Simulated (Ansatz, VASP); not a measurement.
**One calculation of CdS, two programs**

INCAR

```
ALGO = Normal
EDIFF = 1E-6
ENCUT = 520
GGA = PE
ISIF = 2
ISMEAR = 0
LASPH = T
LCHARG = F
LREAL = F
LWAVE = F
NBANDS = 16
NELM = 60
PREC = Accurate
SIGMA = 0.01
```

Contents of KPOINTS:

```
k-points
0
Gamma
  12 12 12
```

File POSCAR:

```
CdS
1.0
    0.0000000000      2.7197442634      2.7197442634
    2.7197442634      0.0000000000      2.7197442634
    2.7197442634      2.7197442634      0.0000000000
Cd S
1 1
Direct
    0.0000000000      0.0000000000      0.0000000000
    0.5000000000      0.5000000000      0.5000000000
```

Input for Ansatz:

```yaml
crystal:
  lattice:
    - [0.0, 2.7197442639, 2.7197442639]
    - [2.7197442639, 0.0, 2.7197442639]
    - [2.7197442639, 2.7197442639, 0.0]
  atoms:
    - { symbol: Cd, position: [0.0, 0.0, 0.0] }
    - { symbol: S, position: [0.5, 0.5, 0.5] }
basis:
  ecutwfc: 420
kpoints:
  mp_grid: { grid: [12, 12, 12] }
hamiltonian:
  xc: pbe
scf:
  occupations: { method: gaussian, width: 0.01 }
output:
  forces: true
  stress: true
  eigenvalues: true
```

Alike in both runs: task single point; functional PBE; k mesh 12 × 12 × 12; occupations gaussian, width 0.01 eV; no spin polarisation.

```csv
,VASP,Ansatz
version,VASP 6.6.1,Ansatz 0.2.0
potentials or method,"VASP PAW PBE potentials, release 64 (Cd, S), cutoff 520 eV","scalar-relativistic, plane waves, PAW"
valence electrons in the cell,18,26
```

|  | VASP | Ansatz | Ansatz less VASP |
| --- | --- | --- | --- |
| gap on the k mesh at the Fermi level (eV) | 0.25 | 0.26 | +0.009 |
| least direct gap on the mesh (eV) | 1.77 | 1.80 | +0.027 |
| pressure (GPa) | 2.8 | 2.4 | -0.43 |

VASP's potentials hold 18 valence electrons a cell and Ansatz's 26, so a difference there can come from the potentials and not from the codes.
